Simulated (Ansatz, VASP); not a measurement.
**One calculation of Be2C, two programs**

File INCAR:

```
  PREC = Accurate
  ENCUT = 600
  EDIFF = 1E-6
  ISMEAR = 0
  SIGMA = 0.01
  LREAL = F
  LASPH = T
  NELM = 120
  ALGO = Normal
  ISIF = 2
  LWAVE = F
  LCHARG = F
  GGA = PS
  NBANDS = 11
  GGA_COMPAT = F
```

File KPOINTS:

```
Automatic mesh
0
Gamma
  8 8 8
```

Contents of POSCAR:

```
Be2C
1.0
    0.0000000000      2.1553768814      2.1445999970
    2.1553768814      0.0000000000      2.1445999970
    2.1553768814      2.1553768814      0.0000000000
Be C
2 1
Direct
    0.2500000000      0.2500000000      0.2500000000
    0.7500000000      0.7500000000      0.7500000000
    0.0000000000      0.0000000000      0.0000000000
```

Input for Ansatz:

```yaml
crystal:
  lattice:
    - [0.0, 2.15537688145, 2.14459999704]
    - [2.15537688145, 0.0, 2.14459999704]
    - [2.15537688145, 2.15537688145, 0.0]
  atoms:
    - { symbol: Be, position: [0.25, 0.25, 0.25] }
    - { symbol: Be, position: [0.75, 0.75, 0.75] }
    - { symbol: C, position: [0.0, 0.0, 0.0] }
kpoints:
  mp_grid: { grid: [8, 8, 8] }
scf:
  occupations: { method: fixed }
  convergence: { dr2_threshold: 1.0e-10 }
hamiltonian:
  xc: pbesol
  pseudopotentials: { kind: all_electron, lapw: { basis_error: 0.0005 } }
output:
  forces: true
  stress: true
  eigenstates:
    kpoints:
      - [0.0, 0.0, 0.0]
      - [0.0, -0.5, -0.5]
      - [-0.5, 0.0, -0.5]
      - [-0.5, -0.5, 0.0]
      - [-0.5, 0.0, 0.0]
      - [0.0, -0.5, 0.0]
      - [0.0, 0.0, -0.5]
      - [-0.5, -0.5, -0.5]
  eigenvalues: true
```

Change from the starting cell: z stretched by -0.5 %, x and y held.

Alike in both runs: task single point; functional PBEsol; k mesh 8 × 8 × 8; no spin polarisation.

|  | VASP | Ansatz |
| --- | --- | --- |
| version | VASP 6.6.1 | Ansatz 0.2.0 |
| potentials or method | VASP PAW PBE potentials, release 64 (Be, C), cutoff 600 eV | all-electron LAPW, scalar-relativistic |
| occupations | gaussian, width 0.01 eV | fixed |

```tsv
	VASP	Ansatz	Ansatz less VASP
gap on the k mesh at the Fermi level (eV)	0.99	1.00	+0.011
pressure (GPa)	1.6	0.8	-0.76
traceless stress, the component that is largest in VASP (GPa)	1.89	1.89	+0.002
```

VASP's potentials were made for PBE, not for PBEsol. Ansatz ran all-electron here, and VASP with PAW potentials.
